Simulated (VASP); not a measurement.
# PtS2 (P-3m1) in VASP: further runs

The runs below take PtS2 through single point, with PBE.

Everything below comes from runs of VASP 6.6.1. Logs are shortened: lines on timing, memory, paths and dates and some standing lists are left out, and cuts for length are marked.

### Step 1. The cell of the first run

The structure is trigonal, space group P-3m1 (No. 164). Conventional cell: a = 3.586 Å, b = 3.586 Å, c = 5.429 Å, α = 90.00°, β = 90.00°, γ = 120.00°. Within 3.2 Å of Pt (site symmetry -3m) lie 6 S at 2.40 Å. Within 3.2 Å of S (site symmetry 3m) lie 3 Pt at 2.40 Å and 3 S at 3.20 Å.

### Step 2. Single point, PBE (20.15 Å³/atom)

INCAR reads:

```
ALGO = Normal ; EDIFF = 1E-6
ENCUT = 520 ; GGA = PE
ISIF = 2 ; ISMEAR = 0
LASPH = True ; LCHARG = False
LREAL = False ; LWAVE = False
NBANDS = 18 ; NELM = 100
PREC = Accurate ; SIGMA = 0.05
```

KPOINTS reads:

```
k-points
0
Gamma
  12 12 6
```

POSCAR reads:

```
PtS2
1.0
    3.5857101335      0.0000000000      0.0000000000
   -1.7928550667      3.1053160662      0.0000000000
    0.0000000000      0.0000000000      5.4294822841
Pt S
1 2
Direct
    0.0000000000      0.0000000000      0.0000000000
    0.3333333333      0.6666666667      0.2242695959
    0.6666666667      0.3333333333      0.7757304041
```

Potentials or basis: VASP PAW PBE potentials, release 64 (Pt, S).

Started as:

```sh
$ cat potpaw_PBE.64/Pt/POTCAR potpaw_PBE.64/S/POTCAR > POTCAR
$ mpirun -np 1 vasp_std > vasp.out
```

OUTCAR:

```text
EDIFF = 1E-6
   ENCUT = 520
   GGA = PE
   ISIF = 2
   ISMEAR = 0
   LASPH = True
   LREAL = False
   NELM = 100
   PREC = Accurate

 ion  position               nearest neighbor table
   1  0.000  0.000  0.000-   2 2.40   3 2.40   2 2.40   3 2.40   3 2.40   2 2.40
   2  0.333  0.667  0.224-   1 2.40   1 2.40   1 2.40
   3  0.667  0.333  0.776-   1 2.40   1 2.40   1 2.40

  LATTYP: Found a hexagonal cell.
 ALAT       =     3.5857101335
 C/A-ratio  =     1.5142000000

  Lattice vectors:

 A1 = (   3.5857101335,   0.0000000000,   0.0000000000)
 A2 = (  -1.7928550667,   3.1053160662,   0.0000000000)
 A3 = (   0.0000000000,   0.0000000000,   5.4294822841)

Analysis of symmetry for initial positions (statically):
=====================================================================
 Subroutine PRICEL returns:
 Original cell was already a primitive cell.

 Routine SETGRP: Setting up the symmetry group for a
 hexagonal supercell.

 Subroutine GETGRP returns: Found 12 space group operations
 (whereof 12 operations were pure point group operations)
 out of a pool of 24 trial point group operations.

The static configuration has the point symmetry D_3d.

Analysis of symmetry for dynamics (positions and initial velocities):
=====================================================================
 Subroutine PRICEL returns:
 Original cell was already a primitive cell.

 Routine SETGRP: Setting up the symmetry group for a
 hexagonal supercell.

 Subroutine GETGRP returns: Found 12 space group operations
 (whereof 12 operations were pure point group operations)
 out of a pool of 24 trial point group operations.

The dynamic configuration has the point symmetry D_3d.

 Subroutine INISYM returns: Found 12 space group operations
 (whereof 12 operations are pure point group operations),
 and found     1 'primitive' translations

----------------------------------------------------------------------------------------

                                     Primitive cell

  volume of cell :      60.4560

  direct lattice vectors                    reciprocal lattice vectors
     3.585710134  0.000000000  0.000000000     0.278884785  0.161014206  0.000000000
    -1.792855067  3.105316066  0.000000000     0.000000000  0.322028411  0.000000000
     0.000000000  0.000000000  5.429482284     0.000000000  0.000000000  0.184179623

  length of vectors
     3.585710134  3.585710133  5.429482284     0.322028411  0.322028411  0.184179623

  position of ions in fractional coordinates (direct lattice)
     0.000000000  0.000000000  0.000000000
     0.333333333  0.666666667  0.224269596
     0.666666667  0.333333333  0.775730404

  ion indices of the primitive-cell ions
   primitive index   ion index
                 1           1
                 2           2
                 3           3

----------------------------------------------------------------------------------------

 KPOINTS: k-points

Automatic generation of k-mesh.
 Grid dimensions read from file:
 generate k-points for:   12   12    6

 Generating k-lattice:

  Cartesian coordinates                     Fractional coordinates (reciprocal lattice)
     0.023240399  0.013417850  0.000000000     0.083333333  0.000000000  0.000000000
     0.000000000  0.026835701  0.000000000     0.000000000  0.083333333  0.000000000
     0.000000000  0.000000000  0.030696604     0.000000000  0.000000000  0.166666667

  Length of vectors
     0.026835701  0.026835701  0.030696604

  Shift w.r.t. Gamma in fractional coordinates (k-lattice)
     0.000000000  0.000000000  0.000000000

 Subroutine IBZKPT returns following result:
 ===========================================

 Found    100 irreducible k-points:

 Following reciprocal coordinates:
            Coordinates               Weight
  0.000000  0.000000  0.000000      1.000000
  0.083333  0.000000  0.000000      6.000000
  0.166667 -0.000000  0.000000      6.000000
  0.250000 -0.000000  0.000000      6.000000
  0.333333 -0.000000  0.000000      6.000000
  0.416667  0.000000  0.000000      6.000000
[... 16 lines left out ...]
  0.166667 -0.000000  0.166667      6.000000
  0.000000  0.166667  0.166667      6.000000
 [... further k-points ...]
   k-points           NKPTS =    100   k-points in BZ     NKDIM =    100   number of bands    NBANDS=     18
   number of dos      NEDOS =    301   number of ions     NIONS =      3
   total plane-waves  NPLWV =  31360
   dimension x,y,z NGX =    28 NGY =   28 NGZ =   40
   dimension x,y,z NGXF=    56 NGYF=   56 NGZF=   80
   ions per type =               1   2
   NGX,Y,Z   is equivalent  to a cutoff of  12.98, 12.98, 12.25 a.u.
   NGXF,Y,Z  is equivalent  to a cutoff of  25.96, 25.96, 24.50 a.u.
 SYSTEM =  unknown system
   PREC   = accura    normal or accurate (medium, high low for compatibility)
   ISTART =      0    job   : 0-new  1-cont  2-samecut
   ICHARG =      2    charge: 1-file 2-atom 10-const
   ISPIN  =      1    spin polarized calculation?
   LNONCOLLINEAR =      F non collinear calculations
   LSORBIT =      F    spin-orbit coupling
   LASPH  =      T    aspherical Exc in radial PAW
   ENCUT  =  520.0 eV  38.22 Ry    6.18 a.u.   6.67  6.67 10.10*2*pi/ulx,y,z
   NELM   =    100;   NELMIN=  2; NELMDL= -5     # of ELM steps
   EDIFF  = 0.1E-05   stopping-criterion for ELM
   LREAL  =      F    real-space projection
   EDIFFG = 0.1E-04   stopping-criterion for IOM
   NSW    =      0    number of steps for IOM
   IBRION =     -1    ionic relax: 0-MD 1-quasi-New 2-CG
   NFREE  =      0    steps in history (QN), initial steepest desc. (CG)
   ISIF   =      2    stress and relaxation
   ISYM   =      2    0-nonsym 1-usesym 2-fastsym
   POTIM  = 0.5000    time-step for ionic-motion
   TEBEG  =    0.0;   TEEND  =   0.0 temperature during run
   PSTRESS=    0.0 pullay stress
   NELECT =      22.0000    total number of electrons
   NUPDOWN=      -1.0000    fix difference up-down
   EMIN   =  10.00;   EMAX   =-10.00  energy-range for DOS
   EFERMI =   0.00;   METHOD = LEGACY
   ISMEAR =     0;   SIGMA  =   0.05  broadening in eV -4-tet -1-fermi 0-gaus
   EFERMI_NEDOS =   21; number of points for ismear=-14 and -15
   IALGO  =     38    algorithm
   IMIX   =      4    mixing-type and parameters
     AMIX     =   0.40;   BMIX     =  1.00
     AMIX_MAG =   1.60;   BMIX_MAG =  1.00
  volume/ion in A,a.u.               =      20.15       135.99
  Fermi-wavevector in a.u.,A,eV,Ry     =   1.168788  2.208690 18.586463  1.366067
  Thomas-Fermi vector in A             =   2.305270
   LORBIT       =      0    0 simple, 1 ext, 2 COOP (PROOUT), +10 PAW based schemes
   GGA     = PE    functional components
   LHFCALC =     F    Hartree Fock is set to
   AEXX    =    0.0000 exact exchange contribution
   IVDW    =     0    specifies the selected vdW correction
   LEPSILON=     F    determine dielectric tensor
   LRPA    =     F    only Hartree local field effects (RPA)
 non-spin polarized calculation
 Gauss-broadening in eV      SIGMA  =   0.05
  energy-cutoff  :      520.00
  volume of cell :       60.46
 maximum number of plane-waves:      1652
 NGX is ok and might be reduce to    28
   NGX = 13   NGY = 13   NGZ = 21

 number of electron      21.9999994 magnetization

 Free energy of the ion-electron system (eV)
  ---------------------------------------------------
  ext. energy  EPLUGINS =         0.00000000
  ---------------------------------------------------
  free energy    TOTEN  =       -15.44066187 eV

  energy without entropy =      -15.44066187  energy(sigma->0) =      -15.44066187

 E-fermi :   5.5411     XC(G=0): -10.0400

 val. band max:        5.3037057680   @ k =   0.0000   0.1667   0.1667
 cond. band min:       6.2119629529   @ k =   0.0000   0.2500   0.3333
 fundamental gap:      0.9082571850
 Fermi energy:         5.5411323397

 k-point     1 :       0.0000    0.0000    0.0000
  band No.  band energies     occupation
      1      -9.3582      2.00000
      2      -6.8237      2.00000
      3      -0.8751      2.00000
      4      -0.8254      2.00000
      5      -0.8254      2.00000
      6       1.8897      2.00000
[... 10 lines left out ...]
     17      13.5629      0.00000
     18      16.6186      0.00000

 k-point     2 :       0.0833    0.0000    0.0000
  band No.  band energies     occupation
      1      -9.2735      2.00000
      2      -6.8566      2.00000
      3      -0.8005      2.00000
      4      -0.7703      2.00000
      5      -0.7691      2.00000
      6       1.7609      2.00000
[... 10 lines left out ...]
     17      13.8393      0.00000
     18      16.3493      0.00000

 k-point     3 :       0.1667   -0.0000    0.0000
  band No.  band energies     occupation
      1      -9.0292      2.00000
      2      -6.9460      2.00000
      3      -0.6827      2.00000
      4      -0.6208      2.00000
      5      -0.5071      2.00000
      6       1.3280      2.00000
[... 10 lines left out ...]
     17      14.5102      0.00000
     18      15.4507      0.00000

 k-point     4 :       0.2500   -0.0000    0.0000
  band No.  band energies     occupation
      1      -8.6576      2.00000
      2      -7.0680      2.00000
      3      -0.5603      2.00000
      4      -0.4279      2.00000
      5      -0.0836      2.00000
      6       0.6598      2.00000
[... 375 lines left out ...]
      4      -0.7721      2.00000
      5      -0.5388      2.00000
      6       1.7500      2.00000
[... 10 lines left out ...]
     17      13.9200      0.00000
     18      15.7765      0.00000

 k-point    23 :       0.1667   -0.0000    0.1667
  band No.  band energies     occupation
      1      -8.9857      2.00000
      2      -7.0344      2.00000
      3      -0.7346      2.00000
      4      -0.6104      2.00000
      5      -0.3157      2.00000
      6       1.3497      2.00000
[... 10 lines left out ...]
     17      14.2558      0.00000
     18      15.2399      0.00000

 k-point    24 :       0.0000    0.1667    0.1667
  band No.  band energies     occupation
      1      -8.9902      2.00000
      2      -7.0219      2.00000
      3      -0.8252      2.00000
      4      -0.6286      2.00000
      5      -0.2318      2.00000
      6       1.2913      2.00000
[... 10 lines left out ...]
     17      14.7323      0.00000
     18      14.8797      0.00000

 [... further k-points ...]

------------------------ aborting loop because EDIFF is reached ----------------------------------------

  FORCE on cell =-STRESS in cart. coord.  units (eV):
  Direction    XX          YY          ZZ          XY          YZ          ZX
  --------------------------------------------------------------------------------------
  -------------------------------------------------------------------------------------
  Total        0.0050585      0.0050585      0.2558554      0.0000000      0.0000000      0.0000000
  in kB        0.1340593      0.1340593      6.7805644      0.0000000      0.0000000      0.0000000
  external PRESSURE =       2.3495610 kB  Pullay stress =       0.0000000 kB

 VOLUME and BASIS-vectors are now :
 -----------------------------------------------------------------------------
  energy-cutoff  :      520.00
  volume of cell :       60.46
      direct lattice vectors                 reciprocal lattice vectors
     3.585710134  0.000000000  0.000000000     0.278884785  0.161014206  0.000000000
    -1.792855067  3.105316066  0.000000000     0.000000000  0.322028411  0.000000000
     0.000000000  0.000000000  5.429482284     0.000000000  0.000000000  0.184179623

 POSITION                                       TOTAL-FORCE (eV/Angst)
 -----------------------------------------------------------------------------------
      0.00000      0.00000      0.00000         0.000000      0.000000      0.000000
     -0.00000      2.07021      1.21767        -0.000000      0.000000     -0.035691
      1.79286      1.03511      4.21181         0.000000     -0.000000      0.035691
 -----------------------------------------------------------------------------------
    total drift:                                0.000000     -0.000000      0.000000

  FREE ENERGIE OF THE ION-ELECTRON SYSTEM (eV)
  ---------------------------------------------------
  free  energy   TOTEN  =       -15.4406618667 eV

  energy  without entropy=      -15.4406618667  energy(sigma->0) =      -15.44066187
```

Run time: 59 s. Hardware: 1 thread of AMD EPYC 9R45 (Zen 5), shared host; peak memory 0.22 GiB.

What came out:

```
Free energy            : -15.4407 eV
Pressure               : 0.2 GPa
Largest force          : 0.036 eV/Å
Band gap on the k mesh : 0.91 eV (least direct gap 1.12 eV)
```

Forces on the atoms (eV/Å):
```
Pt   0.000  0.000  0.000
S    0.000  0.000 -0.036
S    0.000  0.000  0.036
```

Caveat: spin-orbit coupling is left out, which moves the levels of the heavy elements; this functional lacks dispersion, which binds the layers, so the pressure and a relaxed spacing across them are unreliable. A k mesh can miss the band edges.

### Step 3. Single point, PBE (20.15 Å³/atom)

INCAR reads:

```
ALGO = Normal
EDIFF = 1E-6
ENCUT = 520
GGA = PE
ISIF = 2
ISMEAR = 0
LASPH = T
LCHARG = F
LREAL = F
LWAVE = F
NBANDS = 18
NELM = 100
PREC = Accurate
SIGMA = 0.05
```

KPOINTS is that of step 2.

POSCAR reads:

```
PtS2
1.0
    3.3746586703      0.0000000000      0.0000000000
   -1.6873293352      2.9225401376      0.0000000000
    0.0000000000      0.0000000000      6.1298390590
Pt S
1 2
Direct
    0.0000000000      0.0000000000      0.0000000000
    0.3333333333      0.6666666667      0.2193773115
    0.6666666667      0.3333333333      0.7806226885
```

Potentials or basis: VASP PAW PBE potentials, release 64 (Pt, S).

Started as:

```sh
$ cat potpaw_PBE.64/Pt/POTCAR potpaw_PBE.64/S/POTCAR > POTCAR
$ mpirun -np 1 vasp_std > vasp.out
```

Run time: 68 s. Hardware: 1 thread of AMD EPYC 9R45 (Zen 5), shared host; peak memory 0.22 GiB.

Results (log left out):

```
Free energy            : -15.2033 eV
Pressure               : 7.8 GPa
Largest force          : 0.051 eV/Å
Band gap on the k mesh : 1.26 eV (least direct gap 1.46 eV)
```

Forces in eV/Å, atoms in the order of the input:
```
Pt   0.000  0.000  0.000
S    0.000  0.000 -0.051
S    0.000  0.000  0.051
```

Stress tensor (GPa, compression positive):
```
11.52  0.00  0.00
 0.00 11.52  0.00
 0.00  0.00  0.40
```

Levels at points of the mesh, in eV from the valence-band top:
```csv
k point,band 9,band 10,band 11,band 12,band 13,band 14
"(0.00, 0.00, 0.00)",-0.68,-0.21,-0.21,2.98,2.98,5.81
"(0.50, 0.00, 0.00)",-2.24,-1.92,-1.64,2.56,2.87,5.58
"(0.00, 0.00, 0.50)",-1.20,-0.25,-0.25,3.08,3.08,6.12
"(0.50, 0.00, 0.50)",-1.84,-1.79,-1.69,2.66,3.10,4.96
```

Caveat: the cell stands under pressure; spin-orbit coupling is left out, which moves the levels of the heavy elements; this functional lacks dispersion, which binds the layers, so the pressure and a relaxed spacing across them are unreliable.

### Step 4. Single point, PBE (20.15 Å³/atom)

INCAR reads:

```
SYSTEM = PtS2
ALGO = Normal
EDIFF = 1E-6
ENCUT = 520
GGA = PE
ISIF = 2
ISMEAR = 0
LASPH = .TRUE.
LCHARG = .FALSE.
LREAL = .FALSE.
LWAVE = .FALSE.
NBANDS = 18
NELM = 100
PREC = Accurate
SIGMA = 0.05
```

KPOINTS reads:

```
k-points
0
G
  12 12 6
  0 0 0
```

POSCAR reads:

```
PtS2
1.0
    3.1760245377      0.0000000000      0.0000000000
   -1.5880122688      2.7505179327      0.0000000000
    0.0000000000      0.0000000000      6.9205574676
Pt S
1 2
Direct
    0.0000000000      0.0000000000      0.0000000000
    0.3333333333      0.6666666667      0.2144068637
    0.6666666667      0.3333333333      0.7855931363
```

Started as:

```sh
$ cat potpaw_PBE.64/Pt/POTCAR potpaw_PBE.64/S/POTCAR > POTCAR
$ mpirun -np 1 vasp_std > vasp.out
```

Wall time 58 s (1 thread of AMD EPYC 9R45 (Zen 5), shared host); peak memory 0.22 GiB.

It converged, with:

* Free energy: -14.4489 eV
* Pressure: 14.2 GPa
* Largest force: 0.051 eV/Å
* Band gap on the k mesh: 0.58 eV (least direct gap 1.17 eV)

Forces on the atoms (eV/Å):
```
Pt   0.000  0.000  0.000
S    0.000  0.000 -0.051
S    0.000  0.000  0.051
```

Stress tensor (GPa, compression positive):
```
21.41  0.00  0.00
 0.00 21.41  0.00
 0.00  0.00 -0.14
```

Levels at points of the mesh, in eV from the valence-band top:
```csv
k point,band 7,band 8,band 9,band 10,band 11,band 12,band 13,band 14,band 15,band 16
"(0.00, 0.00, 0.00)",-3.71,-2.86,-2.20,-0.04,-0.04,2.67,2.67,5.04,6.47,9.22
"(0.50, 0.00, 0.00)",-3.58,-3.01,-2.22,-1.75,-1.38,2.22,2.36,4.94,5.77,7.58
"(0.00, 0.00, 0.50)",-3.71,-3.02,-2.44,-0.05,-0.05,2.70,2.70,6.06,7.23,7.51
"(0.50, 0.00, 0.50)",-3.70,-2.73,-2.22,-1.73,-1.39,2.29,2.65,4.35,5.14,6.74
```

Caveat: the cell stands under pressure; spin-orbit coupling is left out, which moves the levels of the heavy elements; this functional lacks dispersion, which binds the layers, so the pressure and a relaxed spacing across them are unreliable.

### Step 5. The runs side by side

| cell | gap on the mesh (eV) | pressure (GPa) | largest force (eV/Å) |
| --- | --- | --- | --- |
| a = 3.586, b = 3.586, c = 5.429 Å, angles 90.0, 90.0, 120.0°, 3 atoms, atomic positions A | 0.91 | 0.2 | 0.04 |
| a = 3.375, b = 3.375, c = 6.130 Å, angles 90.0, 90.0, 120.0°, 3 atoms, atomic positions B | 1.26 | 7.8 | 0.05 |
| a = 3.176, b = 3.176, c = 6.921 Å, angles 90.0, 90.0, 120.0°, 3 atoms, atomic positions C | 0.58 | 14.2 | 0.05 |

Alike in all rows: task single point; level PBE; potentials or basis VASP PAW PBE potentials, release 64 (Pt, S); no spin polarisation; k mesh 12 × 12 × 6; cutoff (eV) 520; smearing gaussian 0.05 eV.

Caveats: spin-orbit coupling is left out, which moves the levels of the heavy elements; this functional lacks dispersion, which binds the layers, so the pressure and a relaxed spacing across them are unreliable; the cell stands under pressure (at least some runs).

Total energies depend on the potentials used, so only differences within one code and one set of settings carry meaning.
